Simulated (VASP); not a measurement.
Crystal: KMgF3.

```
K Mg F
1.0
     4.22838    0.00000    0.00000
     0.00000    4.22838    0.00000
     0.00000    0.00000    4.22838
K Mg F
1 1 3
Direct
  0.50000 0.50000 0.50000
  0.00000 0.00000 0.00000
  0.50000 0.00000 0.00000
  0.00000 0.50000 0.00000
  0.00000 0.00000 0.50000
```

- Program: VASP 6.6.1
- Task: relaxation of cell and atoms
- Functional: PBE
- Potentials or basis: VASP PAW PBE potentials, release 64 (K_sv, Mg_sv, F)
- Cutoff: 840 eV
- k mesh: 3 × 3 × 3
- Occupations: gaussian, width 0.15 eV
- Spin: no spin polarisation

At the start: pressure -6.3 GPa; volume 15.12 Å³/atom.

Q: How do energy, volume and symmetry change on relaxing?

A: Over 3 steps the energy falls by 38.6 meV/atom and the volume is 13.40 Å³/atom (-11.4 %); space group Pm-3m (No. 221, to 0.1 Å) before and after.

The path:
| step | energy change (eV) | largest force (eV/Å) | pressure (GPa) | volume (Å³) |
| --- | --- | --- | --- | --- |
| 1 | 0.0000 | 0.0000 | -6.33 | 75.60 |
| 2 | -0.1759 | 0.0000 | -2.20 | 69.25 |
| 3 | -0.1929 | 0.0000 | -0.15 | 66.98 |

Final structure:
```cif
data_structure
_symmetry_space_group_name_H-M 'P 1'
_symmetry_Int_Tables_number 1
_cell_length_a 4.0612
_cell_length_b 4.0612
_cell_length_c 4.0612
_cell_angle_alpha 90.000
_cell_angle_beta 90.000
_cell_angle_gamma 90.000
_cell_volume 66.98
loop_
_atom_site_label
_atom_site_type_symbol
_atom_site_fract_x
_atom_site_fract_y
_atom_site_fract_z
_atom_site_occupancy
K1 K 0.50000 0.50000 0.50000 1
Mg1 Mg 0.00000 0.00000 0.00000 1
F1 F 0.50000 0.00000 0.00000 1
F2 F 0.00000 0.50000 0.00000 1
F3 F 0.00000 0.00000 0.50000 1
```

Caveat: the k points lie up to 0.52 Å⁻¹ apart in the final cell.
